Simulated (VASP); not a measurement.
# Bi (R-3m) in VASP: further runs

Runs on Bi. Level: PBEsol. Tasks: single point.

Everything below comes from runs of VASP 6.6.1. Logs are shortened: lines on timing, memory, paths and dates and some standing lists are left out, and cuts for length are marked.

**1. The cell of the first run**

It takes space group R-3m (No. 166, trigonal). The conventional cell has a = 4.525 Å, b = 4.525 Å, c = 11.651 Å, α = 90.00°, β = 90.00°, γ = 120.00°. Within 4.1 Å of Bi (site symmetry 3m) lie 6 Bi at 3.08 to 3.45 Å.

**2. Single point, PBEsol**

The input, INCAR:

```
SYSTEM = Bi
  PREC = Accurate
  ENCUT = 520
  EDIFF = 1E-6
  ISMEAR = -1
  SIGMA = 0.1
  LREAL = .FALSE.
  LASPH = .TRUE.
  NELM = 80
  ALGO = Normal
  ISIF = 2
  LWAVE = .FALSE.
  LCHARG = .FALSE.
  GGA = PS
  NBANDS = 22
```

The input, KPOINTS:

```
Automatic mesh
0
G
  14 14 14
  0 0 0
```

The input, POSCAR:

```
Bi
1.0
    2.2623099880      1.3061452805      3.8835079827
   -2.2623099880      1.3061452805      3.8835079827
    0.0000000000     -2.6122905611      3.8835079827
Bi
2
Direct
    0.2366491837      0.2366491837      0.2366491837
    0.7633508163      0.7633508163      0.7633508163
```

Potentials or basis: VASP PAW PBE potentials, release 64 (Bi_d).

The run is started by

```console
$ cat potpaw_PBE.64/Bi_d/POTCAR > POTCAR
$ mpirun -np 1 vasp_std > vasp.out
```

OUTCAR:

```text
SYSTEM = Bi
   PREC = Accurate
   ENCUT = 520
   EDIFF = 1E-6
   ISMEAR = -1
   LREAL = .FALSE.
   LASPH = .TRUE.
   NELM = 80
   ISIF = 2
   GGA = PS

 ion  position               nearest neighbor table
   1  0.237  0.237  0.237-   2 3.08   2 3.08   2 3.08   2 3.45   2 3.45   2 3.45
   2  0.763  0.763  0.763-   1 3.08   1 3.08   1 3.08   1 3.45   1 3.45   1 3.45

  LATTYP: Found a trigonal (rhomboedric) cell.
 ALAT       =     4.6803521478
 COS(alpha) =     0.5327200351

  Lattice vectors:

 A1 = (   2.2623099880,   1.3061452805,   3.8835079827)
 A2 = (  -2.2623099880,   1.3061452805,   3.8835079827)
 A3 = (   0.0000000000,  -2.6122905611,   3.8835079827)

Analysis of symmetry for initial positions (statically):
=====================================================================
 Subroutine PRICEL returns:
 Original cell was already a primitive cell.

 Routine SETGRP: Setting up the symmetry group for a
 trigonal (rhombohedral) supercell.

 Subroutine GETGRP returns: Found 12 space group operations
 (whereof 12 operations were pure point group operations)
 out of a pool of 12 trial point group operations.

The static configuration has the point symmetry D_3d.

Analysis of symmetry for dynamics (positions and initial velocities):
=====================================================================
 Subroutine PRICEL returns:
 Original cell was already a primitive cell.

 Routine SETGRP: Setting up the symmetry group for a
 trigonal (rhombohedral) supercell.

 Subroutine GETGRP returns: Found 12 space group operations
 (whereof 12 operations were pure point group operations)
 out of a pool of 12 trial point group operations.

The dynamic configuration has the point symmetry D_3d.

 Subroutine INISYM returns: Found 12 space group operations
 (whereof 12 operations are pure point group operations),
 and found     1 'primitive' translations

----------------------------------------------------------------------------------------

                                     Primitive cell

  volume of cell :      68.8524

  direct lattice vectors                    reciprocal lattice vectors
     2.262309988  1.306145281  3.883507983     0.221013037  0.127601936  0.085833050
    -2.262309988  1.306145281  3.883507983    -0.221013037  0.127601936  0.085833050
     0.000000000 -2.612290561  3.883507983     0.000000000 -0.255203872  0.085833050

  length of vectors
     4.680352148  4.680352148  4.680352148     0.269251423  0.269251423  0.269251423

  position of ions in fractional coordinates (direct lattice)
     0.236649184  0.236649184  0.236649184
     0.763350816  0.763350816  0.763350816

  ion indices of the primitive-cell ions
   primitive index   ion index
                 1           1
                 2           2

----------------------------------------------------------------------------------------

 KPOINTS: Automatic mesh

Automatic generation of k-mesh.
 Grid dimensions read from file:
 generate k-points for:   14   14   14

 Generating k-lattice:

  Cartesian coordinates                     Fractional coordinates (reciprocal lattice)
     0.015786645  0.009114424  0.006130932     0.071428571 -0.000000000  0.000000000
    -0.015786645  0.009114424  0.006130932    -0.000000000  0.071428571  0.000000000
     0.000000000 -0.018228848  0.006130932     0.000000000  0.000000000  0.071428571

  Length of vectors
     0.019232245  0.019232245  0.019232245

  Shift w.r.t. Gamma in fractional coordinates (k-lattice)
     0.000000000  0.000000000  0.000000000

 Subroutine IBZKPT returns following result:
 ===========================================

 Found    288 irreducible k-points:

 Following reciprocal coordinates:
            Coordinates               Weight
  0.000000  0.000000  0.000000      1.000000
  0.071429 -0.000000 -0.000000      6.000000
  0.142857 -0.000000 -0.000000      6.000000
  0.214286  0.000000 -0.000000      6.000000
  0.285714  0.000000 -0.000000      6.000000
  0.357143 -0.000000 -0.000000      6.000000
[... 16 lines left out ...]
  0.214286  0.142857 -0.000000     12.000000
  0.285714  0.142857 -0.000000     12.000000
 [... further k-points ...]
   k-points           NKPTS =    288   k-points in BZ     NKDIM =    288   number of bands    NBANDS=     22
   number of dos      NEDOS =    301   number of ions     NIONS =      2
   total plane-waves  NPLWV =  46656
   dimension x,y,z NGX =    36 NGY =   36 NGZ =   36
   dimension x,y,z NGXF=    72 NGYF=   72 NGZF=   72
   ions per type =               2
   NGX,Y,Z   is equivalent  to a cutoff of  12.79, 12.79, 12.79 a.u.
   NGXF,Y,Z  is equivalent  to a cutoff of  25.57, 25.57, 25.57 a.u.
 SYSTEM =  Bi
   PREC   = accura    normal or accurate (medium, high low for compatibility)
   ISTART =      0    job   : 0-new  1-cont  2-samecut
   ICHARG =      2    charge: 1-file 2-atom 10-const
   ISPIN  =      1    spin polarized calculation?
   LNONCOLLINEAR =      F non collinear calculations
   LSORBIT =      F    spin-orbit coupling
   LASPH  =      T    aspherical Exc in radial PAW
   ENCUT  =  520.0 eV  38.22 Ry    6.18 a.u.   8.70  8.70  8.70*2*pi/ulx,y,z
   NELM   =     80;   NELMIN=  2; NELMDL= -5     # of ELM steps
   EDIFF  = 0.1E-05   stopping-criterion for ELM
   LREAL  =      F    real-space projection
   EDIFFG = 0.1E-04   stopping-criterion for IOM
   NSW    =      0    number of steps for IOM
   IBRION =     -1    ionic relax: 0-MD 1-quasi-New 2-CG
   NFREE  =      0    steps in history (QN), initial steepest desc. (CG)
   ISIF   =      2    stress and relaxation
   ISYM   =      2    0-nonsym 1-usesym 2-fastsym
   POTIM  = 0.5000    time-step for ionic-motion
   TEBEG  =    0.0;   TEEND  =   0.0 temperature during run
   PSTRESS=    0.0 pullay stress
   NELECT =      30.0000    total number of electrons
   NUPDOWN=      -1.0000    fix difference up-down
   EMIN   =  10.00;   EMAX   =-10.00  energy-range for DOS
   EFERMI =   0.00;   METHOD = LEGACY
   ISMEAR =    -1;   SIGMA  =   0.10  broadening in eV -4-tet -1-fermi 0-gaus
   EFERMI_NEDOS =   21; number of points for ismear=-14 and -15
   IALGO  =     38    algorithm
   IMIX   =      4    mixing-type and parameters
     AMIX     =   0.40;   BMIX     =  1.00
     AMIX_MAG =   1.60;   BMIX_MAG =  1.00
  volume/ion in A,a.u.               =      34.43       232.32
  Fermi-wavevector in a.u.,A,eV,Ry     =   1.241106  2.345350 20.957656  1.540344
  Thomas-Fermi vector in A             =   2.375518
   LORBIT       =      0    0 simple, 1 ext, 2 COOP (PROOUT), +10 PAW based schemes
   GGA     = PS    functional components
   LHFCALC =     F    Hartree Fock is set to
   AEXX    =    0.0000 exact exchange contribution
   IVDW    =     0    specifies the selected vdW correction
   LEPSILON=     F    determine dielectric tensor
   LRPA    =     F    only Hartree local field effects (RPA)
 non-spin polarized calculation
  energy-cutoff  :      520.00
  volume of cell :       68.85
 maximum number of plane-waves:      1883
   NGX = 17   NGY = 17   NGZ = 17

 number of electron      30.0000005 magnetization

 Free energy of the ion-electron system (eV)
  ---------------------------------------------------
  ext. energy  EPLUGINS =         0.00000000
  ---------------------------------------------------
  free energy    TOTEN  =        -8.60795540 eV

  energy without entropy =       -8.59493667  energy(sigma->0) =       -8.60144603

 E-fermi :   6.4533     XC(G=0):  -9.8103

 val. band max:        6.4163828650   @ k =   0.4286   0.0000  -0.0000
 cond. band min:       6.5148353872   @ k =  -0.4286   0.5000   0.4286
 fundamental gap:      0.0984525222
 Fermi energy:         6.4533392812

 k-point     1 :       0.0000    0.0000    0.0000
  band No.  band energies     occupation
      1     -16.4689      2.00000
      2     -16.4689      2.00000
      3     -16.3112      2.00000
      4     -16.3112      2.00000
      5     -16.3003      2.00000
      6     -16.1187      2.00000
[... 14 lines left out ...]
     21      12.0881      0.00000
     22      12.5663      0.00000

 k-point     2 :       0.0714   -0.0000   -0.0000
  band No.  band energies     occupation
      1     -16.4645      2.00000
      2     -16.4638      2.00000
      3     -16.3092      2.00000
      4     -16.3083      2.00000
      5     -16.2977      2.00000
      6     -16.1210      2.00000
[... 14 lines left out ...]
     21      12.1439      0.00000
     22      13.0144      0.00000

 k-point     3 :       0.1429   -0.0000   -0.0000
  band No.  band energies     occupation
      1     -16.4517      2.00000
      2     -16.4487      2.00000
      3     -16.3038      2.00000
      4     -16.2997      2.00000
      5     -16.2897      2.00000
      6     -16.1284      2.00000
[... 14 lines left out ...]
     21      12.3637      0.00000
     22      14.0108      0.00000

 k-point     4 :       0.2143    0.0000   -0.0000
  band No.  band energies     occupation
      1     -16.4316      2.00000
      2     -16.4243      2.00000
      3     -16.2957      2.00000
      4     -16.2861      2.00000
      5     -16.2765      2.00000
      6     -16.1415      2.00000
[... 14 lines left out ...]
     21      12.7872      0.00000
     22      15.2441      0.00000

 k-point     5 :       0.2857    0.0000   -0.0000
  band No.  band energies     occupation
      1     -16.4063      2.00000
      2     -16.3919      2.00000
      3     -16.2861      2.00000
      4     -16.2685      2.00000
      5     -16.2588      2.00000
      6     -16.1604      2.00000
[... 417 lines left out ...]
 k-point    22 :       0.1429    0.1429   -0.0000
  band No.  band energies     occupation
      1     -16.4662      2.00000
      2     -16.4255      2.00000
      3     -16.3114      2.00000
      4     -16.2925      2.00000
      5     -16.2835      2.00000
      6     -16.1337      2.00000
[... 14 lines left out ...]
     21      12.9248      0.00000
     22      13.3241      0.00000

 k-point    23 :       0.2143    0.1429   -0.0000
  band No.  band energies     occupation
      1     -16.4602      2.00000
      2     -16.4024      2.00000
      3     -16.3094      2.00000
      4     -16.2832      2.00000
      5     -16.2722      2.00000
      6     -16.1442      2.00000
[... 14 lines left out ...]
     21      13.2696      0.00000
     22      13.8810      0.00000

 k-point    24 :       0.2857    0.1429   -0.0000
  band No.  band energies     occupation
      1     -16.4454      2.00000
      2     -16.3745      2.00000
      3     -16.3017      2.00000
      4     -16.2737      2.00000
      5     -16.2562      2.00000
      6     -16.1601      2.00000
[... 14 lines left out ...]
     21      13.8196      0.00000
     22      14.8759      0.00000

 [... further k-points ...]
[... 5 lines left out ...]
  --------------------------------------------------------------------------------------
  -------------------------------------------------------------------------------------
  Total       -0.0136651     -0.0136651     -0.0050672      0.0000000      0.0000000      0.0000000
  in kB       -0.3179838     -0.3179838     -0.1179127      0.0000000      0.0000000      0.0000000
  external PRESSURE =      -0.2512935 kB  Pullay stress =       0.0000000 kB

 VOLUME and BASIS-vectors are now :
 -----------------------------------------------------------------------------
  energy-cutoff  :      520.00
  volume of cell :       68.85
      direct lattice vectors                 reciprocal lattice vectors
     2.262309988  1.306145281  3.883507983     0.221013037  0.127601936  0.085833050
    -2.262309988  1.306145281  3.883507983    -0.221013037  0.127601936  0.085833050
     0.000000000 -2.612290561  3.883507983     0.000000000 -0.255203872  0.085833050

 POSITION                                       TOTAL-FORCE (eV/Angst)
 -----------------------------------------------------------------------------------
      0.00000     -0.00000      2.75709         0.000000     -0.000000      0.025423
      0.00000     -0.00000      8.89344         0.000000      0.000000     -0.025423
 -----------------------------------------------------------------------------------
    total drift:                                0.000000      0.000000      0.000000

  FREE ENERGIE OF THE ION-ELECTRON SYSTEM (eV)
  ---------------------------------------------------
  free  energy   TOTEN  =        -8.6079554001 eV

  energy  without entropy=       -8.5949366665  energy(sigma->0) =       -8.60144603
```

Run time: 3.3 min. Hardware: 1 thread of AMD EPYC 9R45 (Zen 5), shared host; peak memory 0.42 GiB.

Results:

- Free energy: -8.6080 eV
- Pressure: 0.0 GPa
- Largest force: 0.025 eV/Å
- Band gap on the k mesh: zero (bands 15 and 16 overlap by 0.25 eV)

Forces on the atoms (eV/Å):
```
Bi   0.000  0.000  0.025
Bi   0.000  0.000 -0.025
```

Levels at points of the mesh, in eV from the Fermi level:
| k point | band 11 | band 12 | band 13 | band 14 | band 15 | band 16 | band 17 | band 18 | band 19 | band 20 |
| --- | --- | --- | --- | --- | --- | --- | --- | --- | --- | --- |
| (0.00, 0.00, 0.00) | -13.25 | -7.45 | -1.55 | -1.29 | -1.29 | 2.68 | 3.00 | 3.00 | 5.46 | 5.63 |
| (0.50, 0.00, 0.00) | -11.23 | -10.69 | -1.22 | -1.08 | -0.33 | -0.31 | 0.34 | 0.77 | 7.61 | 8.46 |
| (0.50, 0.50, 0.00) | -11.35 | -9.48 | -4.91 | -3.17 | -3.04 | 2.35 | 5.00 | 5.35 | 6.93 | 9.59 |
| (0.50, 0.50, 0.50) | -11.83 | -10.18 | -0.91 | -0.58 | -0.58 | 0.49 | 0.49 | 0.54 | 7.17 | 8.95 |

Caveat: the PAW data sets were made with another functional, which shifts forces and pressure a little; spin-orbit coupling is left out, which moves the levels of the heavy elements.

**3. Single point, PBEsol (35.80 Å³/atom)**

This run uses another cell than the first one, of 35.80 Å³/atom.

The input, INCAR:

```
  PREC = Accurate
  ENCUT = 520
  EDIFF = 1E-6
  ISMEAR = -1
  SIGMA = 0.1
  LREAL = F
  LASPH = T
  NELM = 60
  ALGO = Normal
  ISIF = 2
  LWAVE = F
  LCHARG = F
  GGA = PS
  NBANDS = 22
```

The input, KPOINTS:

```
regular mesh
0
Gamma
  14 14 14
```

The input, POSCAR:

```
Bi
1.0
    2.2920806387      1.3233333737      3.9346126325
   -2.2920806387      1.3233333737      3.9346126325
    0.0000000000     -2.6466667475      3.9346126325
Bi
2
Direct
    0.2366491837      0.2366491837      0.2366491837
    0.7633508163      0.7633508163      0.7633508163
```

Potentials or basis: VASP PAW PBE potentials, release 64 (Bi_d).

The run is started by

```console
$ cat potpaw_PBE.64/Bi_d/POTCAR > POTCAR
$ mpirun -np 1 vasp_std > vasp.out
```

It took 3.3 min on 1 thread of AMD EPYC 9R45 (Zen 5), shared host; peak memory 0.43 GiB.

The run converged. Its results:

| Property | Result |
| --- | --- |
| Free energy | -8.5926 eV |
| Pressure | -1.8 GPa |
| Largest force | 0.123 eV/Å |
| Band gap on the k mesh | zero (bands 15 and 16 overlap by 0.24 eV) |

Forces in eV/Å, atoms in the order of the input:
```
Bi   0.000  0.000 -0.123
Bi   0.000  0.000  0.123
```

Stress tensor (GPa, compression positive):
```
-1.91  0.00  0.00
 0.00 -1.91  0.00
 0.00  0.00 -1.68
```

Levels at points of the mesh, in eV from the Fermi level:
```tsv
k point	band 11	band 12	band 13	band 14	band 15	band 16	band 17	band 18	band 19	band 20
(0.00, 0.00, 0.00)	-12.98	-7.60	-1.47	-1.22	-1.22	2.62	2.92	2.92	5.46	5.64
(0.50, 0.00, 0.00)	-11.08	-10.56	-1.17	-1.02	-0.32	-0.31	0.37	0.78	7.54	8.32
(0.50, 0.50, 0.00)	-11.21	-9.47	-4.67	-3.01	-2.88	2.43	4.80	5.18	6.59	9.31
(0.50, 0.50, 0.50)	-11.65	-10.08	-0.91	-0.54	-0.54	0.49	0.51	0.51	7.08	8.80
```

Caveat: the PAW data sets were made with another functional, which shifts forces and pressure a little; spin-orbit coupling is left out, which moves the levels of the heavy elements.

The gap in the log of VASP goes by the Fermi energy; the results here count the filled bands.